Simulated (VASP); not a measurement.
# ScPt3 (Pm-3m) in VASP: single point with LDA

Aim: the single point of ScPt3 with LDA.

Program: VASP 6.6.1. These are calculated values, not measurements. Logs are shortened: lines on timing, memory, paths and dates and some standing lists are left out, and cuts for length are marked.

## 1. The cell of the first run

Symmetry: Pm-3m, No. 221, cubic system. The conventional cell has a = 3.958 Å, b = 3.958 Å, c = 3.958 Å, α = 90.00°, β = 90.00°, γ = 90.00°. Sc (site symmetry m-3m) has 12 Pt at 2.80 Å within 3.7 Å. Within 3.7 Å of Pt (site symmetry 4/mmm) lie 4 Sc at 2.80 Å and 8 Pt at 2.80 Å.

## 2. Single point, LDA

Contents of INCAR:

```
PREC = Accurate
ENCUT = 520
EDIFF = 1E-7
ISMEAR = -1
SIGMA = 0.1
LREAL = F
LASPH = T
NELM = 100
ALGO = Normal
ISIF = 2
LWAVE = F
LCHARG = F
NBANDS = 28
```

Contents of KPOINTS:

```
Automatic mesh
0
Gamma
  5 5 5
```

Contents of POSCAR:

```
ScPt3
1.0
    3.9580000000      0.0000000000      0.0000000000
    0.0000000000      3.9580000000      0.0000000000
    0.0000000000      0.0000000000      3.9580000000
Sc Pt
1 3
Direct
    0.0000000000      0.0000000000      0.0000000000
    0.0000000000      0.5000000000      0.5000000000
    0.5000000000      0.0000000000      0.5000000000
    0.5000000000      0.5000000000      0.0000000000
```

Potentials or basis: VASP PAW LDA potentials, release 64 (Sc_sv, Pt).

Launch:

```bash
> cat potpaw_LDA.64/Sc_sv/POTCAR potpaw_LDA.64/Pt/POTCAR > POTCAR
> mpirun -np 1 vasp_std > vasp.out
```

OUTCAR:

```text
PREC = Accurate
   ENCUT = 520
   EDIFF = 1E-7
   ISMEAR = -1
   LREAL = F
   LASPH = T
   NELM = 100
   ISIF = 2

 ion  position               nearest neighbor table
   1  0.000  0.000  0.000-   2 2.80   3 2.80   4 2.80   2 2.80   3 2.80   2 2.80   4 2.80   2 2.80
                             3 2.80   4 2.80   3 2.80   4 2.80
   2  0.000  0.500  0.500-   1 2.80   3 2.80   4 2.80   1 2.80   4 2.80   1 2.80   3 2.80   1 2.80
                             3 2.80   4 2.80   4 2.80   3 2.80
   3  0.500  0.000  0.500-   1 2.80   2 2.80   4 2.80   1 2.80   4 2.80   2 2.80   4 2.80   4 2.80
                             1 2.80   2 2.80   1 2.80   2 2.80
   4  0.500  0.500  0.000-   1 2.80   2 2.80   3 2.80   2 2.80   3 2.80   1 2.80   3 2.80   3 2.80
                             1 2.80   2 2.80   2 2.80   1 2.80

  LATTYP: Found a simple cubic cell.
 ALAT       =     3.9580000000

  Lattice vectors:

 A1 = (   3.9580000000,   0.0000000000,   0.0000000000)
 A2 = (   0.0000000000,   3.9580000000,   0.0000000000)
 A3 = (   0.0000000000,   0.0000000000,   3.9580000000)

Analysis of symmetry for initial positions (statically):
=====================================================================
 Subroutine PRICEL returns:
 Original cell was already a primitive cell.

 Routine SETGRP: Setting up the symmetry group for a
 simple cubic supercell.

 Subroutine GETGRP returns: Found 48 space group operations
 (whereof 48 operations were pure point group operations)
 out of a pool of 48 trial point group operations.

The static configuration has the point symmetry O_h .

Analysis of symmetry for dynamics (positions and initial velocities):
=====================================================================
 Subroutine PRICEL returns:
 Original cell was already a primitive cell.

 Routine SETGRP: Setting up the symmetry group for a
 simple cubic supercell.

 Subroutine GETGRP returns: Found 48 space group operations
 (whereof 48 operations were pure point group operations)
 out of a pool of 48 trial point group operations.

The dynamic configuration has the point symmetry O_h .

 Subroutine INISYM returns: Found 48 space group operations
 (whereof 48 operations are pure point group operations),
 and found     1 'primitive' translations

----------------------------------------------------------------------------------------

                                     Primitive cell

  volume of cell :      62.0051

  direct lattice vectors                    reciprocal lattice vectors
     3.958000000  0.000000000  0.000000000     0.252652855  0.000000000  0.000000000
     0.000000000  3.958000000  0.000000000     0.000000000  0.252652855  0.000000000
     0.000000000  0.000000000  3.958000000     0.000000000  0.000000000  0.252652855

  length of vectors
     3.958000000  3.958000000  3.958000000     0.252652855  0.252652855  0.252652855

  position of ions in fractional coordinates (direct lattice)
     0.000000000  0.000000000  0.000000000
     0.000000000  0.500000000  0.500000000
     0.500000000  0.000000000  0.500000000
     0.500000000  0.500000000  0.000000000

  ion indices of the primitive-cell ions
   primitive index   ion index
                 1           1
                 2           2
                 3           3
                 4           4

----------------------------------------------------------------------------------------

 KPOINTS: Automatic mesh

Automatic generation of k-mesh.
 Grid dimensions read from file:
 generate k-points for:    5    5    5

 Generating k-lattice:

  Cartesian coordinates                     Fractional coordinates (reciprocal lattice)
     0.050530571  0.000000000  0.000000000     0.200000000  0.000000000  0.000000000
     0.000000000  0.050530571  0.000000000     0.000000000  0.200000000  0.000000000
     0.000000000  0.000000000  0.050530571     0.000000000  0.000000000  0.200000000

  Length of vectors
     0.050530571  0.050530571  0.050530571

  Shift w.r.t. Gamma in fractional coordinates (k-lattice)
     0.000000000  0.000000000  0.000000000

 Subroutine IBZKPT returns following result:
 ===========================================

 Found     10 irreducible k-points:

 Following reciprocal coordinates:
            Coordinates               Weight
  0.000000  0.000000  0.000000      1.000000
  0.200000  0.000000  0.000000      6.000000
  0.400000  0.000000  0.000000      6.000000
  0.200000  0.200000  0.000000     12.000000
  0.400000  0.200000  0.000000     24.000000
  0.400000  0.400000  0.000000     12.000000
  0.200000  0.200000  0.200000      8.000000
  0.400000  0.200000  0.200000     24.000000
  0.400000  0.400000  0.200000     24.000000
  0.400000  0.400000  0.400000      8.000000
   k-points           NKPTS =     10   k-points in BZ     NKDIM =     10   number of bands    NBANDS=     28
   number of dos      NEDOS =    301   number of ions     NIONS =      4
   total plane-waves  NPLWV =  27000
   dimension x,y,z NGX =    30 NGY =   30 NGZ =   30
   dimension x,y,z NGXF=    60 NGYF=   60 NGZF=   60
   ions per type =               1   3
   NGX,Y,Z   is equivalent  to a cutoff of  12.60, 12.60, 12.60 a.u.
   NGXF,Y,Z  is equivalent  to a cutoff of  25.20, 25.20, 25.20 a.u.
 SYSTEM =  unknown system
   PREC   = accura    normal or accurate (medium, high low for compatibility)
   ISTART =      0    job   : 0-new  1-cont  2-samecut
   ICHARG =      2    charge: 1-file 2-atom 10-const
   ISPIN  =      1    spin polarized calculation?
   LNONCOLLINEAR =      F non collinear calculations
   LSORBIT =      F    spin-orbit coupling
   LASPH  =      T    aspherical Exc in radial PAW
   ENCUT  =  520.0 eV  38.22 Ry    6.18 a.u.   7.36  7.36  7.36*2*pi/ulx,y,z
   NELM   =    100;   NELMIN=  2; NELMDL= -5     # of ELM steps
   EDIFF  = 0.1E-06   stopping-criterion for ELM
   LREAL  =      F    real-space projection
   EDIFFG = 0.1E-05   stopping-criterion for IOM
   NSW    =      0    number of steps for IOM
   IBRION =     -1    ionic relax: 0-MD 1-quasi-New 2-CG
   NFREE  =      0    steps in history (QN), initial steepest desc. (CG)
   ISIF   =      2    stress and relaxation
   ISYM   =      2    0-nonsym 1-usesym 2-fastsym
   POTIM  = 0.5000    time-step for ionic-motion
   TEBEG  =    0.0;   TEEND  =   0.0 temperature during run
   PSTRESS=    0.0 pullay stress
   NELECT =      41.0000    total number of electrons
   NUPDOWN=      -1.0000    fix difference up-down
   EMIN   =  10.00;   EMAX   =-10.00  energy-range for DOS
   EFERMI =   0.00;   METHOD = LEGACY
   ISMEAR =    -1;   SIGMA  =   0.10  broadening in eV -4-tet -1-fermi 0-gaus
   EFERMI_NEDOS =   21; number of points for ismear=-14 and -15
   IALGO  =     38    algorithm
   IMIX   =      4    mixing-type and parameters
     AMIX     =   0.40;   BMIX     =  1.00
     AMIX_MAG =   1.60;   BMIX_MAG =  1.00
  volume/ion in A,a.u.               =      15.50       104.61
  Fermi-wavevector in a.u.,A,eV,Ry     =   1.426243  2.695209 27.676568  2.034170
  Thomas-Fermi vector in A             =   2.546541
   LORBIT       =      0    0 simple, 1 ext, 2 COOP (PROOUT), +10 PAW based schemes
   GGA     = CA    functional components
   LHFCALC =     F    Hartree Fock is set to
   AEXX    =    0.0000 exact exchange contribution
   IVDW    =     0    specifies the selected vdW correction
   LEPSILON=     F    determine dielectric tensor
   LRPA    =     F    only Hartree local field effects (RPA)
 non-spin polarized calculation
  energy-cutoff  :      520.00
  volume of cell :       62.01
 maximum number of plane-waves:      1743
 NGX is ok and might be reduce to    30
   NGX = 15   NGY = 15   NGZ = 15

 number of electron      41.0000011 magnetization

 Free energy of the ion-electron system (eV)
  ---------------------------------------------------
  ext. energy  EPLUGINS =         0.00000000
  ---------------------------------------------------
  free energy    TOTEN  =       -33.62589377 eV

  energy without entropy =      -33.55107482  energy(sigma->0) =      -33.58848429

 E-fermi :   9.6566     XC(G=0): -13.2043

 val. band max:        9.6488141435   @ k =   0.4000   0.4000   0.4000
 cond. band min:       9.6937642477   @ k =   0.4000   0.4000   0.4000
 fundamental gap:      0.0449501041
 Fermi energy:         9.6566037254

 k-point     1 :       0.0000    0.0000    0.0000
  band No.  band energies     occupation
      1     -38.8113      2.00000
      2     -17.8198      2.00000
      3     -17.8198      2.00000
      4     -17.8198      2.00000
      5       0.4751      2.00000
      6       3.2688      2.00000
[... 20 lines left out ...]
     27      13.9967      0.00000
     28      13.9967      0.00000

 k-point     2 :       0.2000    0.0000    0.0000
  band No.  band energies     occupation
      1     -38.8100      2.00000
      2     -17.8411      2.00000
      3     -17.8229      2.00000
      4     -17.8229      2.00000
      5       0.9844      2.00000
      6       3.5722      2.00000
[... 20 lines left out ...]
     27      15.0125      0.00000
     28      15.0125      0.00000

 k-point     3 :       0.4000    0.0000    0.0000
  band No.  band energies     occupation
      1     -38.8077      2.00000
      2     -17.8754      2.00000
      3     -17.8280      2.00000
      4     -17.8280      2.00000
      5       2.2404      2.00000
      6       3.9070      2.00000
[... 20 lines left out ...]
     27      16.6082      0.00000
     28      17.3763      0.00000

 k-point     4 :       0.2000    0.2000    0.0000
  band No.  band energies     occupation
      1     -38.8089      2.00000
      2     -17.8467      2.00000
      3     -17.8355      2.00000
      4     -17.8259      2.00000
      5       1.4538      2.00000
      6       3.8674      2.00000
[... 144 lines left out ...]
     27      15.6406      0.00000
     28      15.7068      0.00000

 k-point     9 :       0.4000    0.4000    0.2000
  band No.  band energies     occupation
      1     -38.8059      2.00000
      2     -17.8607      2.00000
      3     -17.8553      2.00000
      4     -17.8394      2.00000
      5       3.2460      2.00000
      6       3.8899      2.00000
[... 20 lines left out ...]
     27      14.4532      0.00000
     28      14.8907      0.00000

 k-point    10 :       0.4000    0.4000    0.4000
  band No.  band energies     occupation
      1     -38.8059      2.00000
      2     -17.8533      2.00000
      3     -17.8470      2.00000
      4     -17.8470      2.00000
      5       3.0493      2.00000
      6       3.3869      2.00000
[... 20 lines left out ...]
     27      13.7200      0.00000
     28      13.7200      0.00000

------------------------ aborting loop because EDIFF is reached ----------------------------------------

  FORCE on cell =-STRESS in cart. coord.  units (eV):
  Direction    XX          YY          ZZ          XY          YZ          ZX
  --------------------------------------------------------------------------------------
  -------------------------------------------------------------------------------------
  Total       -1.8515454     -1.8515454     -1.8515454     -0.0000000     -0.0000000      0.0000000
  in kB      -47.8429089    -47.8429089    -47.8429089     -0.0000000     -0.0000000      0.0000000
  external PRESSURE =     -47.8429089 kB  Pullay stress =       0.0000000 kB

 VOLUME and BASIS-vectors are now :
 -----------------------------------------------------------------------------
  energy-cutoff  :      520.00
  volume of cell :       62.01
      direct lattice vectors                 reciprocal lattice vectors
     3.958000000  0.000000000  0.000000000     0.252652855  0.000000000  0.000000000
     0.000000000  3.958000000  0.000000000     0.000000000  0.252652855  0.000000000
     0.000000000  0.000000000  3.958000000     0.000000000  0.000000000  0.252652855

 POSITION                                       TOTAL-FORCE (eV/Angst)
 -----------------------------------------------------------------------------------
      0.00000      0.00000      0.00000         0.000000      0.000000      0.000000
      0.00000      1.97900      1.97900         0.000000      0.000000      0.000000
      1.97900      0.00000      1.97900         0.000000      0.000000      0.000000
      1.97900      1.97900      0.00000         0.000000      0.000000      0.000000
 -----------------------------------------------------------------------------------
    total drift:                                0.000000      0.000000     -0.000000

  FREE ENERGIE OF THE ION-ELECTRON SYSTEM (eV)
  ---------------------------------------------------
  free  energy   TOTEN  =       -33.6258937657 eV

  energy  without entropy=      -33.5510748203  energy(sigma->0) =      -33.58848429
```

Wall time 17 s (1 thread of Intel Xeon Platinum 8259CL at 2.50GHz (Skylake/Cascade Lake), shared host); peak memory 0.15 GiB.

Results:

```yaml
Free_energy: -33.6259 eV
Pressure: -4.8 GPa
Band_gap_on_the_k_mesh: zero (an odd number of electrons rules out a gap without spin polarisation)
```

Levels at points of the mesh, in eV from the Fermi level:
```csv
k point,band 16,band 17,band 18,band 19,band 20,band 21,band 22,band 23,band 24,band 25
"(0.00, 0.00, 0.00)",-1.07,-0.03,0.46,0.46,0.46,2.39,2.39,2.39,3.26,3.26
```

Caveat: the cell stands under tension; spin-orbit coupling is left out, which moves the levels of the heavy elements.

The gap in the log of VASP goes by the Fermi energy; the results here count the filled bands.